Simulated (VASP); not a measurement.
# Se: single point with PBE

The system is Se, a sheet with vacuum.

```
Se
1.0
     6.54503    0.00000    0.00000
     0.00000    6.54503    0.00000
     0.00000    0.00000   25.78173
Se
6
Direct
  0.37058 0.37058 0.29090
  0.62942 0.62942 0.29090
  0.12942 0.87058 0.29090
  0.87058 0.12942 0.29090
  0.00000 0.50000 0.31970
  0.50000 0.00000 0.26211
```

The cell was generated, and may not be a known phase.

* Program: VASP 6.6.1
* Task: single point
* Functional: PBE
* Potentials or basis: VASP PAW PBE potentials, release 64 (Se)
* Cutoff: 520 eV
* k mesh: 2 × 2 × 1
* Occupations: gaussian, width 0.1 eV
* Spin: no spin polarisation

```
Largest force          : 0.006 eV/Å
Band gap on the k mesh : zero (bands 18 and 19 overlap by 0.61 eV)
```

Forces on the atoms (eV/Å):
```
Se  -0.004 -0.004  0.000
Se   0.004  0.004  0.000
Se   0.004 -0.004  0.000
Se  -0.004  0.004  0.000
Se   0.000  0.000  0.002
Se   0.000  0.000 -0.002
```

Levels at points of the mesh, in eV from the Fermi level:
```
           k point  band 14  band 15  band 16  band 17  band 18  band 19  band 20  band 21  band 22  band 23
(0.00, 0.00, 0.00)    -1.66    -1.66    -1.07    -0.81    -0.81    -0.57     1.53     2.25     2.25     2.84
(0.50, 0.00, 0.00)    -2.92    -1.34    -1.34    -0.38    -0.38     0.95     0.95     1.65     1.65     2.96
(0.50, 0.50, 0.00)    -2.33    -1.44    -1.44     0.04     0.04     0.05     0.05     1.77     1.77     3.48
```

Wall time 3.2 min on 1 thread of Oxide Virtual Turin-like Processor (shared host), peak memory 0.8 GiB.

Caveat: the k points lie up to 0.48 Å⁻¹ apart, too coarse for converged energies and pressures of a metal.
